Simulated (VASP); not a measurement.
# Pb (Im-3m) in VASP: notebook, part 2 of 2

VASP 6.6.1. Earlier steps stand in the parts before.

### 4 Single point, BLYP (37.57 Å³/atom)

This run uses another cell than the first one, of 37.57 Å³/atom.

Input file INCAR:

```
SYSTEM = Pb
  PREC = Accurate
  ENCUT = 520
  EDIFF = 1E-7
  ISMEAR = -1
  SIGMA = 0.1
  LREAL = .FALSE.
  LASPH = .TRUE.
  NELM = 60
  ALGO = Normal
  ISIF = 2
  LWAVE = .FALSE.
  LCHARG = .FALSE.
  GGA = B5
  ALDAX = 1.0
  AGGAX = 1.0
  AGGAC = 1.0
  ALDAC = 0.0
  NBANDS = 13
```

Input file KPOINTS:

```
Automatic mesh
0
G
  12 12 12
  0 0 0
```

Input file POSCAR:

```
Pb
1.0
   -2.1098912418      2.1098912418      2.1098912418
    2.1098912418     -2.1098912418      2.1098912418
    2.1098912418      2.1098912418     -2.1098912418
Pb
1
Direct
    0.0000000000      0.0000000000      0.0000000000
```

On the command line:

```bash
$ cat potpaw_PBE.64/Pb_d/POTCAR > POTCAR
$ mpirun -np 1 vasp_std > vasp.out
```

It took 46 s on 1 thread of Intel Xeon 8259CL, shared host; peak memory 0.18 GiB.

It converged, with:

* Free energy: -2.8281 eV
* Pressure: -1.9 GPa
* Band gap on the k mesh: zero (bands 7 and 8 overlap by 7.17 eV)

Levels at points of the mesh, in eV from the Fermi level:
| k point | band 3 | band 4 | band 5 | band 6 | band 7 | band 8 | band 9 | band 10 | band 11 | band 12 |
| --- | --- | --- | --- | --- | --- | --- | --- | --- | --- | --- |
| (0.00, 0.00, 0.00) | -16.98 | -16.85 | -16.85 | -10.53 | 5.72 | 5.72 | 5.72 | 9.34 | 11.02 | 11.02 |
| (0.50, 0.00, 0.00) | -16.86 | -16.86 | -16.77 | -7.91 | -3.03 | 2.70 | 4.38 | 6.80 | 8.30 | 12.56 |
| (0.50, 0.50, 0.50) | -16.79 | -16.79 | -16.79 | -6.15 | -0.20 | -0.20 | -0.20 | 4.75 | 4.75 | 15.53 |

Caveat: the PAW data sets were made with another functional, which shifts forces and pressure a little; spin-orbit coupling is left out, which moves the levels of the heavy elements.

### 5 Single point, BLYP (38.96 Å³/atom)

This run uses another cell than the first one, of 38.96 Å³/atom.

Input file INCAR:

```
SYSTEM = Pb
PREC = Accurate ; ENCUT = 520
EDIFF = 1E-6 ; ISMEAR = -1
SIGMA = 0.1 ; LREAL = .FALSE.
LASPH = .TRUE. ; NELM = 60
ALGO = Normal ; ISIF = 2
LWAVE = .FALSE. ; LCHARG = .FALSE.
GGA = B5 ; ALDAX = 1.0
AGGAX = 1.0 ; AGGAC = 1.0
ALDAC = 0.0 ; NBANDS = 13
```

Input file KPOINTS:

```
regular mesh
0
G
  12 12 12
  0 0 0
```

Input file POSCAR:

```
Pb
1.0
   -2.1356241589      2.1356241589      2.1356241589
    2.1356241589     -2.1356241589      2.1356241589
    2.1356241589      2.1356241589     -2.1356241589
Pb
1
Direct
    0.0000000000      0.0000000000      0.0000000000
```

Potentials or basis: VASP PAW PBE potentials, release 64 (Pb_d).

On the command line:

```bash
$ cat potpaw_PBE.64/Pb_d/POTCAR > POTCAR
$ mpirun -np 1 vasp_std > vasp.out
```

OUTCAR:

```text
SYSTEM = Pb
   PREC = Accurate
   ENCUT = 520
   EDIFF = 1E-6
   ISMEAR = -1
   LREAL = .FALSE.
   LASPH = .TRUE.
   NELM = 60
   ISIF = 2
   GGA = B5

 ion  position               nearest neighbor table
   1  0.000  0.000  0.000-

  LATTYP: Found a body centered cubic cell.
 ALAT       =     4.2712483178

  Lattice vectors:

 A1 = (  -2.1356241589,   2.1356241589,   2.1356241589)
 A2 = (   2.1356241589,  -2.1356241589,   2.1356241589)
 A3 = (   2.1356241589,   2.1356241589,  -2.1356241589)

Analysis of symmetry for initial positions (statically):
=====================================================================
 Subroutine PRICEL returns:
 Original cell was already a primitive cell.

 Routine SETGRP: Setting up the symmetry group for a
 body centered cubic supercell.

 Subroutine GETGRP returns: Found 48 space group operations
 (whereof 48 operations were pure point group operations)
 out of a pool of 48 trial point group operations.

The static configuration has the point symmetry O_h .

[... 165 lines left out ...]
  band No.  band energies     occupation
      1     -11.7549      2.00000
      2     -11.7549      2.00000
      3     -11.7549      2.00000
      4     -11.6371      2.00000
      5     -11.6371      2.00000
      6      -5.1294      2.00000
      7      10.6861      0.00000
      8      10.6861      0.00000
      9      10.6861      0.00000
     10      14.1313      0.00000
     11      16.1652      0.00000
     12      16.1652      0.00000
     13      16.1652      0.00000
[... 354 lines left out ...]
  band No.  band energies     occupation
      1     -11.7799      2.00000
      2     -11.7265      2.00000
      3     -11.6443      2.00000
      4     -11.6430      2.00000
      5     -11.5870      2.00000
      6      -2.5965      2.00000
      7       2.5972      2.00000
      8       6.6734      0.00000
      9       8.2289      0.00000
     10      13.5949      0.00000
     11      14.9131      0.00000
     12      17.9120      0.00000
     13      19.0194      0.00000

 [... further k-points ...]

------------------------ aborting loop because EDIFF is reached ----------------------------------------

  FORCE on cell =-STRESS in cart. coord.  units (eV):
  Direction    XX          YY          ZZ          XY          YZ          ZX
  --------------------------------------------------------------------------------------
  -------------------------------------------------------------------------------------
  Total       -0.6391922     -0.6391922     -0.6391922     -0.0000000     -0.0000000      0.0000000
  in kB      -26.2849757    -26.2849757    -26.2849757     -0.0000000     -0.0000000      0.0000000
  external PRESSURE =     -26.2849757 kB  Pullay stress =       0.0000000 kB

 VOLUME and BASIS-vectors are now :
 -----------------------------------------------------------------------------
  energy-cutoff  :      520.00
  volume of cell :       38.96
      direct lattice vectors                 reciprocal lattice vectors
    -2.135624159  2.135624159  2.135624159     0.000000000  0.234123592  0.234123592
     2.135624159 -2.135624159  2.135624159     0.234123592  0.000000000  0.234123592
     2.135624159  2.135624159 -2.135624159     0.234123592  0.234123592  0.000000000

 POSITION                                       TOTAL-FORCE (eV/Angst)
 -----------------------------------------------------------------------------------
      0.00000      0.00000      0.00000         0.000000      0.000000      0.000000
 -----------------------------------------------------------------------------------
    total drift:                               -0.000000     -0.000000     -0.000000

  FREE ENERGIE OF THE ION-ELECTRON SYSTEM (eV)
  ---------------------------------------------------
  free  energy   TOTEN  =        -2.8090240298 eV

  energy  without entropy=       -2.7863308669  energy(sigma->0) =       -2.79767745
```

stdout:

```text
POSCAR found type information on POSCAR Pb
 POSCAR found :  1 types and       1 ions
 scaLAPACK will be used
 -----------------------------------------------------------------------------
|                                                                             |
|                                                                             |
|     You enforced a specific xc type in the INCAR file but a different       |
|     I HOPE YOU KNOW WHAT YOU ARE DOING!                                     |
|                                                                             |
 -----------------------------------------------------------------------------

 LDA part: xc-table for (Slater(with rela. corr.)+VWN5), standard interpolation
 POSCAR, INCAR and KPOINTS ok, starting setup
 FFT: planning ... GRIDC
 FFT: planning ... GRID_SOFT
 FFT: planning ... GRID
 WAVECAR not read
 entering main loop
```

Run time: 54 s. Hardware: 1 thread of Intel Xeon 8259CL, shared host; peak memory 0.18 GiB.

Results:

```
Free energy            : -2.8090 eV
Pressure               : -2.6 GPa
Band gap on the k mesh : zero (bands 7 and 8 overlap by 6.84 eV)
```

Caveat: the PAW data sets were made with another functional, which shifts forces and pressure a little; spin-orbit coupling is left out, which moves the levels of the heavy elements.

### 6 Relaxation of cell and atoms, BLYP

This run uses another cell than the first one, of 30.33 Å³/atom.

Input file INCAR:

```
PREC = Accurate
ENCUT = 600
EDIFF = 1E-7
ISMEAR = -1
SIGMA = 0.1
LREAL = F
LASPH = T
NELM = 60
ALGO = Normal
ISIF = 3
LWAVE = F
LCHARG = F
GGA = B5
ALDAX = 1.0
AGGAX = 1.0
AGGAC = 1.0
ALDAC = 0.0
IBRION = 2
NSW = 80
EDIFFG = -0.01
```

Input file KPOINTS:

```
Automatic mesh
0
Gamma
  11 11 11
```

Input file POSCAR:

```
Pb
1.0
   -1.9646072269      1.9646072269      1.9646072269
    1.9646072269     -1.9646072269      1.9646072269
    1.9646072269      1.9646072269     -1.9646072269
Pb
1
Direct
    0.0000000000      0.0000000000      0.0000000000
```

Potentials or basis: VASP PAW PBE potentials, release 64 (Pb_d).

On the command line:

```bash
$ cat potpaw_PBE.64/Pb_d/POTCAR > POTCAR
$ mpirun -np 1 vasp_std > vasp.out
```

Wall time 1.8 min (1 thread of Intel Xeon 8259CL, shared host); peak memory 0.18 GiB.

It converged, with:

| Item | Value |
| --- | --- |
| Free energy | -2.8450 eV |
| Relaxed volume | 34.83 Å³/atom |
| Relaxed cell | a = 3.563 Å, b = 3.563 Å, c = 3.563 Å, α = 109.47°, β = 109.47°, γ = 109.47° |
| Space group after relaxing (to 0.1 Å) | Im-3m (No. 229) |
| Energy gained by relaxing | 75.0 meV/atom |
| Ionic steps | 3 |
| Pressure after relaxing | 0.0 GPa |
| Band gap on the k mesh | zero (bands 7 and 8 overlap by 7.86 eV) |

Step by step:
```
step  energy change (eV)  largest force (eV/Å)  pressure (GPa)  volume (Å³)
   1              0.0000                0.0000            6.05        30.33
   2             -0.0734                0.0000           -0.67        35.64
   3             -0.0750                0.0000            0.03        34.83
```

Final structure:
```yaml
crystal:
  lattice:
    - [-2.05721, 2.05721, 2.05721]
    - [2.05721, -2.05721, 2.05721]
    - [2.05721, 2.05721, -2.05721]
  atoms:
    - { symbol: Pb, position: [0.00000, 0.00000, 0.00000] }
```

Levels at points of the mesh, in eV from the Fermi level:
```csv
k point,band 3,band 4,band 5,band 6,band 7,band 8,band 9,band 10,band 11
"(0.00, 0.00, 0.00)",-17.06,-16.89,-16.89,-10.97,6.24,6.24,6.24,10.26,11.12
```

Caveat: the PAW data sets were made with another functional, which shifts forces and pressure a little; spin-orbit coupling is left out, which moves the levels of the heavy elements.

### 7 Single point, BLYP

Input file INCAR:

```
  PREC = Accurate
  ENCUT = 520
  EDIFF = 1E-7
  ISMEAR = -1
  SIGMA = 0.1
  LREAL = F
  LASPH = T
  NELM = 100
  ALGO = Normal
  ISIF = 2
  LWAVE = F
  LCHARG = T
  GGA = B5
  ALDAX = 1.0
  AGGAX = 1.0
  AGGAC = 1.0
  ALDAC = 0.0
  LELF = T
  LVHAR = T
  NBANDS = 13
```

Input file KPOINTS:

```
Automatic mesh
0
Gamma
  18 18 18
```

Input file POSCAR:

```
Pb
1.0
   -2.0564531389      2.0564531389      2.0564531389
    2.0564531389     -2.0564531389      2.0564531389
    2.0564531389      2.0564531389     -2.0564531389
Pb
1
Direct
    0.0000000000      0.0000000000      0.0000000000
```

On the command line:

```bash
$ cat potpaw_PBE.64/Pb_d/POTCAR > POTCAR
$ mpirun -np 1 vasp_std > vasp.out
```

Run time: 1.9 min. Hardware: 1 thread of Intel Xeon 8259CL, shared host; peak memory 0.22 GiB.

It converged, with:

| Quantity | Value |
| --- | --- |
| Free energy | -2.8426 eV |
| Pressure | 0.1 GPa |
| Band gap on the k mesh | zero (bands 7 and 8 overlap by 7.92 eV) |

Levels at points of the mesh, in eV from the Fermi level:
```tsv
k point	band 5	band 6	band 7	band 8	band 9	band 10
(0.00, 0.00, 0.00)	-16.88	-10.96	6.27	6.27	6.27	10.29
(0.50, 0.00, 0.00)	-16.78	-7.96	-3.36	2.90	4.64	7.14
(0.50, 0.50, 0.50)	-16.80	-5.90	-0.29	-0.29	-0.29	4.79
```

Caveat: the PAW data sets were made with another functional, which shifts forces and pressure a little; spin-orbit coupling is left out, which moves the levels of the heavy elements.

### 8 The runs side by side

```tsv
task	cell	k mesh	cutoff (eV)	gap on the mesh (eV)	pressure (GPa)
single point	a = 3.562 Å, angles 109.5°, 1 atom	12 × 12 × 12	520	none	0.2
single point	a = 3.609 Å, angles 109.5°, 1 atom	12 × 12 × 12	520	none	-1.0
single point	a = 3.654 Å, angles 109.5°, 1 atom	12 × 12 × 12	520	none	-1.9
single point	a = 3.699 Å, angles 109.5°, 1 atom	12 × 12 × 12	520	none	-2.6
relaxation of cell and atoms	relaxed from a = 3.403 Å, angles 109.5°, 1 atom	11 × 11 × 11	600	none	0.0
single point	a = 3.562 Å, angles 109.5°, 1 atom	18 × 18 × 18	520	none	0.1
```

Alike in all rows: level BLYP; potentials or basis VASP PAW PBE potentials, release 64 (Pb_d); no spin polarisation; smearing fermi-dirac 0.1 eV.

Caveats: the PAW data sets were made with another functional, which shifts forces and pressure a little; spin-orbit coupling is left out, which moves the levels of the heavy elements.

Absolute energies hang on the potentials; compare differences alone.
